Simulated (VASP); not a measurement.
Mg2C:

```
C Mg
1.0
     0.00000    2.71094    2.71094
     2.58543    0.00000    2.71094
     2.58543    2.71094    0.00000
C Mg
1 2
Direct
  0.00000 0.00000 0.00000
  0.25000 0.25000 0.25000
  0.75000 0.75000 0.75000
```

This cell differs from its parent crystal: uniaxial x strain -4.6%.

Base run:

```yaml
Program: VASP 6.6.1
Functional: HSE06
Potentials_or_basis: VASP PAW PBE potentials, release 64 (C, Mg)
Cutoff: 520 eV
k_mesh: 6 × 6 × 6
Occupations: gaussian, width 0.01 eV
Spin: no spin polarisation
```

Its results: band gap on the k mesh 1.18 eV (least direct gap 2.50 eV); pressure 4.6 GPa.

The run is repeated on the same cell with these changes: functional from HSE06 to r2SCAN; cutoff from 520 eV to 660 eV; k mesh from 6 × 6 × 6 to 8 × 8 × 8. What comes out?

Band gap on the k mesh 0.88 eV (least direct gap 2.13 eV); pressure 4.8 GPa.

Several settings changed at once.

Caveats: the stress differs along the axes, from -0 to 15 GPa; the structure was generated, so it needn't be the stable form of Mg2C; the PAW data sets were made with another functional, which shifts forces and pressure a little.

A k mesh can miss the band edges.
